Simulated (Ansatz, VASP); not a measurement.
**One calculation of Fe4Si, two programs**

Contents of INCAR:

```
ALGO = Fast
EDIFF = 1E-6
ENCUT = 520
GGA = PE
ISIF = 2
ISMEAR = 0
ISPIN = 2
LASPH = True
LCHARG = False
LMAXMIX = 4
LORBIT = 11
LREAL = False
LWAVE = False
MAGMOM = 4 4 4 4 0
NBANDS = 30
NELM = 150
PREC = Accurate
SIGMA = 0.1
```

Contents of KPOINTS:

```
k-points
0
Gamma
  6 6 4
```

POSCAR

```
Fe4Si
1.0
    4.2215594000      0.0000000000      0.0000000000
   -2.1107797000      3.6559776800      0.0000000000
    0.0000000000      0.0000000000      4.0060174000
Fe Si
4 1
Direct
    0.5000000000      0.0000000000      0.5000000000
    0.0000000000      0.5000000000      0.5000000000
    0.5000000000      0.5000000000      0.5000000000
    0.0000000000      0.0000000000      0.0000000000
    0.0000000000      0.0000000000      0.5000000000
```

Input for Ansatz:

```yaml
crystal:
  lattice:
    - [4.2215594, 0.0, 0.0]
    - [-2.1107797, 3.65597768, 0.0]
    - [0.0, 0.0, 4.0060174]
  atoms:
    - { symbol: Fe, position: [0.5, 0.0, 0.5], spin: 4.0 }
    - { symbol: Fe, position: [0.0, 0.5, 0.5], spin: 4.0 }
    - { symbol: Fe, position: [0.5, 0.5, 0.5], spin: 4.0 }
    - { symbol: Fe, position: [0.0, 0.0, 0.0], spin: 4.0 }
    - { symbol: Si, position: [0.0, 0.0, 0.5] }
basis:
  ecutwfc: 420
kpoints:
  mp_grid: { grid: [6, 6, 4] }
hamiltonian:
  xc: pbe
scf:
  occupations: { method: gaussian, width: 0.1 }
  lower_state_search: "off"
output:
  forces: true
  stress: true
  eigenvalues: true
  populations: true
magnetization:
  spin_polarized: true
```

Alike in both runs: task single point; functional PBE; k mesh 6 × 6 × 4; occupations gaussian, width 0.1 eV; collinear spin.

```csv
,VASP,Ansatz
version,VASP 6.6.1,Ansatz 0.2.0
potentials or method,"VASP PAW PBE potentials, release 64 (Fe, Si), cutoff 520 eV","scalar-relativistic, plane waves, PAW"
valence electrons in the cell,36,68
```

Ansatz gave:

* gap on the k mesh at the Fermi level (eV): none
* net moment per atom (μB): 1.33
* size of the moment on the site where the two differ most (μB): 1.89

**Question.** Which values does VASP return?

**Answer.** gap on the k mesh at the Fermi level (eV): none; net moment per atom (μB): 1.33; size of the moment on the site where the two differ most (μB): 2.02.

Site moments also hang on the region over which each program counts them. A gap of «none» marks a metal or a gap that the smearing closes. VASP's potentials hold 36 valence electrons a cell and Ansatz's 68, so a difference there can come from the potentials and not from the codes.

The k mesh is coarse, so the values compare programs but aren't converged.
